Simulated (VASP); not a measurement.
A run of VASP 6.6.1 is set up as follows.

File INCAR:

```
SYSTEM = In
  ALGO = Normal
  EDIFF = 1E-7
  ENCUT = 520
  GGA = CA
  ISIF = 2
  ISMEAR = -1
  LASPH = .TRUE.
  LCHARG = .FALSE.
  LREAL = .FALSE.
  LWAVE = .FALSE.
  NBANDS = 26
  NELM = 60
  PREC = Accurate
  SIGMA = 0.08
```

KPOINTS

```
k-points
0
G
  9 9 13
  0 0 0
```

POSCAR

```
In
1.0
    3.9054681507      0.0000000000      0.0000000000
   -1.9527340753      3.3822346322      0.0000000000
    0.0000000000      0.0000000000      2.3384182520
In
3
Direct
    0.0000000000      0.0000000000      0.0000000000
    0.3333333333      0.6666666667      0.5000000000
    0.6666666667      0.3333333333      0.5000000000
```

Potentials or basis: VASP PAW LDA potentials, release 64 (In_d).

Run with:

```bash
$ cat potpaw_LDA.64/In_d/POTCAR > POTCAR
$ mpirun -np 1 vasp_std > vasp.out
```

Problem. What does it give for the pressure?

Solution. 415.3 GPa.

Stress tensor (GPa, compression positive):
```
415.14   0.00   0.00
  0.00 415.14   0.00
  0.00   0.00 415.68
```
